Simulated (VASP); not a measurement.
A run of VASP 6.6.1 is set up as follows.

INCAR

```
PREC = Accurate
ENCUT = 520
EDIFF = 1E-6
ISMEAR = -1
SIGMA = 0.1
LREAL = F
LASPH = T
NELM = 80
ALGO = Normal
ISIF = 2
LWAVE = F
LCHARG = F
GGA = RP
NBANDS = 14
```

KPOINTS

```
Automatic mesh
0
Gamma
  11 11 11
```

File POSCAR:

```
Re
1.0
    0.0000000000      2.7204414727      2.7204414727
    2.7204414727      0.0000000000      2.7204414727
    2.7204414727      2.7204414727      0.0000000000
Re
2
Direct
    0.1250000000      0.1250000000      0.1250000000
    0.8750000000      0.8750000000      0.8750000000
```

Potentials or basis: VASP PAW PBE potentials, release 64 (Re).

Command:

```sh
$ cat potpaw_PBE.64/Re/POTCAR > POTCAR
$ mpirun -np 1 vasp_std > vasp.out
```

Task: Estimate the pressure.

Result: 25.6 GPa.

Task: What does it give for the band gap on the k mesh?

Result: Zero (bands 7 and 8 overlap by 1.27 eV).

Caveat: the cell stands under pressure; the PAW data sets were made with another functional, which shifts forces and pressure a little; spin-orbit coupling is left out, which moves the levels of the heavy elements.
